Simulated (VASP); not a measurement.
# InAs (Fm-3m) in VASP: single point with PBEsol

Aim: the single point of InAs with PBEsol.

Everything below comes from runs of VASP 6.6.1. Logs are shortened: lines on timing, memory, paths and dates and some standing lists are left out, and cuts for length are marked.

### Step 1. The cell of the first run

Symmetry: Fm-3m, No. 225, cubic system. Conventional cell: a = 5.755 Å, b = 5.755 Å, c = 5.755 Å, α = 90.00°, β = 90.00°, γ = 90.00°. Within 3.8 Å of In (site symmetry m-3m) lie 6 As at 2.88 Å. Within 3.8 Å of As (site symmetry m-3m) lie 6 In at 2.88 Å.

### Step 2. Single point, PBEsol

INCAR reads:

```
SYSTEM = InAs
ALGO = Normal ; EDIFF = 1E-6
ENCUT = 500 ; GGA = PS
GGA_COMPAT = .FALSE. ; ISIF = 2
ISMEAR = 0 ; LASPH = .TRUE.
LCHARG = .FALSE. ; LREAL = .FALSE.
LWAVE = .FALSE. ; NBANDS = 16
NELM = 120 ; PREC = Accurate
SIGMA = 0.01
```

KPOINTS reads:

```
k-points
0
G
  8 8 8
  0 0 0
```

POSCAR reads:

```
InAs
1.0
    4.0691220000      0.0000000000      0.0000000000
    2.0345610000      3.5239630231      0.0000000000
    2.0345610000      1.1746543410      3.3224242004
In As
1 1
Direct
    0.5000000000      0.5000000000      0.5000000000
    0.0000000000      0.0000000000      0.0000000000
```

Potentials or basis: VASP PAW PBE potentials, release 64 (In_d, As).

On the command line:

```console
cat potpaw_PBE.64/In_d/POTCAR potpaw_PBE.64/As/POTCAR > POTCAR
mpirun -np 1 vasp_std > vasp.out
```

OUTCAR:

```text
SYSTEM = InAs
   EDIFF = 1E-6
   ENCUT = 500
   GGA = PS
   ISIF = 2
   ISMEAR = 0
   LASPH = .TRUE.
   LREAL = .FALSE.
   NELM = 120
   PREC = Accurate

 ion  position               nearest neighbor table
   1  0.500  0.500  0.500-   2 2.88   2 2.88   2 2.88   2 2.88   2 2.88   2 2.88
   2  0.000  0.000  0.000-   1 2.88   1 2.88   1 2.88   1 2.88   1 2.88   1 2.88

  LATTYP: Found a face centered cubic cell.
 ALAT       =     5.7546075194

  Lattice vectors:

 A1 = (   4.0691220000,   0.0000000000,   0.0000000000)
 A2 = (   2.0345610000,   3.5239630231,   0.0000000000)
 A3 = (   2.0345610000,   1.1746543410,   3.3224242004)

Analysis of symmetry for initial positions (statically):
=====================================================================
 Subroutine PRICEL returns:
 Original cell was already a primitive cell.

 Routine SETGRP: Setting up the symmetry group for a
 face centered cubic supercell.

 Subroutine GETGRP returns: Found 48 space group operations
 (whereof 48 operations were pure point group operations)
 out of a pool of 48 trial point group operations.

The static configuration has the point symmetry O_h .

Analysis of symmetry for dynamics (positions and initial velocities):
=====================================================================
 Subroutine PRICEL returns:
 Original cell was already a primitive cell.

 Routine SETGRP: Setting up the symmetry group for a
 face centered cubic supercell.

 Subroutine GETGRP returns: Found 48 space group operations
 (whereof 48 operations were pure point group operations)
 out of a pool of 48 trial point group operations.

The dynamic configuration has the point symmetry O_h .

 Subroutine INISYM returns: Found 48 space group operations
 (whereof 48 operations are pure point group operations),
 and found     1 'primitive' translations

----------------------------------------------------------------------------------------

                                     Primitive cell

  volume of cell :      47.6417

  direct lattice vectors                    reciprocal lattice vectors
     4.069122000  0.000000000  0.000000000     0.245753261 -0.141885711 -0.100328349
     2.034561000  3.523963023  0.000000000     0.000000000  0.283771423 -0.100328349
     2.034561000  1.174654341  3.322424200     0.000000000  0.000000000  0.300985046

  length of vectors
     4.069122000  4.069122000  4.069122000     0.300985046  0.300985046  0.300985046

  position of ions in fractional coordinates (direct lattice)
[... 75 lines left out ...]
   LSORBIT =      F    spin-orbit coupling
   LASPH  =      T    aspherical Exc in radial PAW
   ENCUT  =  500.0 eV  36.75 Ry    6.06 a.u.   7.42  7.42  7.42*2*pi/ulx,y,z
   NELM   =    120;   NELMIN=  2; NELMDL= -5     # of ELM steps
   EDIFF  = 0.1E-05   stopping-criterion for ELM
   LREAL  =      F    real-space projection
   EDIFFG = 0.1E-04   stopping-criterion for IOM
   NSW    =      0    number of steps for IOM
   IBRION =     -1    ionic relax: 0-MD 1-quasi-New 2-CG
   NFREE  =      0    steps in history (QN), initial steepest desc. (CG)
   ISIF   =      2    stress and relaxation
   ISYM   =      2    0-nonsym 1-usesym 2-fastsym
   POTIM  = 0.5000    time-step for ionic-motion
   TEBEG  =    0.0;   TEEND  =   0.0 temperature during run
   PSTRESS=    0.0 pullay stress
   NELECT =      18.0000    total number of electrons
   NUPDOWN=      -1.0000    fix difference up-down
   EMIN   =  10.00;   EMAX   =-10.00  energy-range for DOS
   EFERMI =   0.00;   METHOD = LEGACY
   ISMEAR =     0;   SIGMA  =   0.01  broadening in eV -4-tet -1-fermi 0-gaus
   EFERMI_NEDOS =   21; number of points for ismear=-14 and -15
   IALGO  =     38    algorithm
   IMIX   =      4    mixing-type and parameters
     AMIX     =   0.40;   BMIX     =  1.00
     AMIX_MAG =   1.60;   BMIX_MAG =  1.00
  volume/ion in A,a.u.               =      23.82       160.75
  Fermi-wavevector in a.u.,A,eV,Ry     =   1.183505  2.236499 19.057451  1.400683
  Thomas-Fermi vector in A             =   2.319738
   LORBIT       =      0    0 simple, 1 ext, 2 COOP (PROOUT), +10 PAW based schemes
   GGA     = PS    functional components
   LHFCALC =     F    Hartree Fock is set to
   AEXX    =    0.0000 exact exchange contribution
   IVDW    =     0    specifies the selected vdW correction
   LEPSILON=     F    determine dielectric tensor
   LRPA    =     F    only Hartree local field effects (RPA)
 non-spin polarized calculation
 Gauss-broadening in eV      SIGMA  =   0.01
  energy-cutoff  :      500.00
  volume of cell :       47.64
 maximum number of plane-waves:      1243
 NGX is ok and might be reduce to    30
   NGX = 15   NGY = 15   NGZ = 15

 number of electron      18.0000002 magnetization

 Free energy of the ion-electron system (eV)
  ---------------------------------------------------
  ext. energy  EPLUGINS =         0.00000000
  ---------------------------------------------------
  free energy    TOTEN  =        -8.18357861 eV

  energy without entropy =       -8.18347698  energy(sigma->0) =       -8.18352780

 E-fermi :   5.8072     XC(G=0): -10.2516

 val. band max:        5.6980847189   @ k =   0.2500   0.0000   0.0000
 cond. band min:       5.8170006890   @ k =  -0.3750   0.1250  -0.0000
 fundamental gap:      0.1189159701
 Fermi energy:         5.8072214438

 k-point     1 :       0.0000    0.0000    0.0000
  band No.  band energies     occupation
      1      -8.4289      2.00000
      2      -8.4289      2.00000
      3      -8.4066      2.00000
      4      -8.4066      2.00000
      5      -8.4066      2.00000
      6      -6.3462      2.00000
[... 433 lines left out ...]
      3      -8.3965      2.00000
      4      -8.3734      2.00000
      5      -8.3441      2.00000
      6      -4.2671      2.00000
[... 8 lines left out ...]
     15      15.3836      0.00000
     16      18.5601      0.00000

 [... further k-points ...]
[... 5 lines left out ...]
  --------------------------------------------------------------------------------------
  -------------------------------------------------------------------------------------
  Total       -0.9551203     -0.9551203     -0.9551203      0.0000000      0.0000000     -0.0000000
  in kB      -32.1204428    -32.1204428    -32.1204428      0.0000000      0.0000000     -0.0000000
  external PRESSURE =     -32.1204428 kB  Pullay stress =       0.0000000 kB

 VOLUME and BASIS-vectors are now :
 -----------------------------------------------------------------------------
  energy-cutoff  :      500.00
  volume of cell :       47.64
      direct lattice vectors                 reciprocal lattice vectors
     4.069122000  0.000000000  0.000000000     0.245753261 -0.141885711 -0.100328349
     2.034561000  3.523963023  0.000000000     0.000000000  0.283771423 -0.100328349
     2.034561000  1.174654341  3.322424200     0.000000000  0.000000000  0.300985046

 POSITION                                       TOTAL-FORCE (eV/Angst)
 -----------------------------------------------------------------------------------
      4.06912      2.34931      1.66121        -0.000000     -0.000000      0.000000
      0.00000      0.00000      0.00000         0.000000      0.000000      0.000000
 -----------------------------------------------------------------------------------
    total drift:                                0.000000      0.000000     -0.000000

  FREE ENERGIE OF THE ION-ELECTRON SYSTEM (eV)
  ---------------------------------------------------
  free  energy   TOTEN  =        -8.1835786128 eV

  energy  without entropy=       -8.1834769798  energy(sigma->0) =       -8.18352780
```

stdout:

```text
POSCAR found type information on POSCAR InAs
 POSCAR found :  2 types and       2 ions
 scaLAPACK will be used
 -----------------------------------------------------------------------------
|                                                                             |
|                                                                             |
|     You enforced a specific xc type in the INCAR file but a different       |
|     I HOPE YOU KNOW WHAT YOU ARE DOING!                                     |
|                                                                             |
 -----------------------------------------------------------------------------

 LDA part: xc-table for (Slater+PW92), standard interpolation
 POSCAR, INCAR and KPOINTS ok, starting setup
 FFT: planning ... GRIDC
 FFT: planning ... GRID_SOFT
 FFT: planning ... GRID
 WAVECAR not read
 entering main loop
```

It took 20 s on 1 thread of Intel Xeon 6975P-C, shared host; peak memory 0.17 GiB.

What came out:

| Property | Result |
| --- | --- |
| Free energy | -8.1836 eV |
| Pressure | -3.2 GPa |
| Band gap on the k mesh | zero (band 9 reaches 6.12 eV, above the bottom of band 10 at 3.53 eV) |

Caveat: the PAW data sets were made with another functional, which shifts forces and pressure a little; spin-orbit coupling is left out, which moves the levels of the heavy elements.
